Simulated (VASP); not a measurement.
A run of VASP 6.6.1 is set up as follows.

INCAR

```
PREC = Accurate
ENCUT = 520
EDIFF = 1E-7
ISMEAR = 0
SIGMA = 0.05
LREAL = False
LASPH = True
NELM = 80
ALGO = Normal
ISIF = 2
LWAVE = False
LCHARG = False
GGA = PE
NBANDS = 36
```

Contents of KPOINTS:

```
Automatic mesh
0
Gamma
  12 12 2
```

File POSCAR:

```
C
1.0
    2.5647000000      0.0000000000      0.0000000000
   -1.2823500000      2.2210953531      0.0000000000
    0.0000000000      0.0000000000     12.1184000000
C
12
Direct
    0.0000000000      0.0000000000      0.1868593266
    0.0000000000      0.0000000000      0.6868593266
    0.0000000000      0.0000000000      0.3131406734
    0.0000000000      0.0000000000      0.8131406734
    0.3333333333      0.6666666667      0.5207665411
    0.6666666667      0.3333333333      0.0207665411
    0.3333333333      0.6666666667      0.9792334589
    0.6666666667      0.3333333333      0.4792334589
    0.3333333333      0.6666666667      0.6450950823
    0.6666666667      0.3333333333      0.1450950823
    0.3333333333      0.6666666667      0.8549049177
    0.6666666667      0.3333333333      0.3549049177
```

Potentials or basis: VASP PAW PBE potentials, release 64 (C).

Run with:

```console
$ cat potpaw_PBE.64/C/POTCAR > POTCAR
$ mpirun -np 1 vasp_std > vasp.out
```

Q: Predict the band gap on the k mesh.

A: 4.01 eV, indirect (least direct gap 4.87 eV).

Q: Predict the largest force.

A: 0.238 eV/Å.

Forces in eV/Å, atoms in the order of the input:
```
C    0.000  0.000 -0.212
C    0.000  0.000 -0.212
C    0.000  0.000  0.212
C    0.000  0.000  0.212
C    0.000  0.000 -0.238
C    0.000  0.000 -0.238
C    0.000  0.000  0.238
C    0.000  0.000  0.238
C    0.000  0.000  0.127
C    0.000  0.000  0.127
C    0.000  0.000 -0.127
C    0.000  0.000 -0.127
```

A k mesh can miss the band edges. As with any semilocal functional, this PBE gap is likely too small.
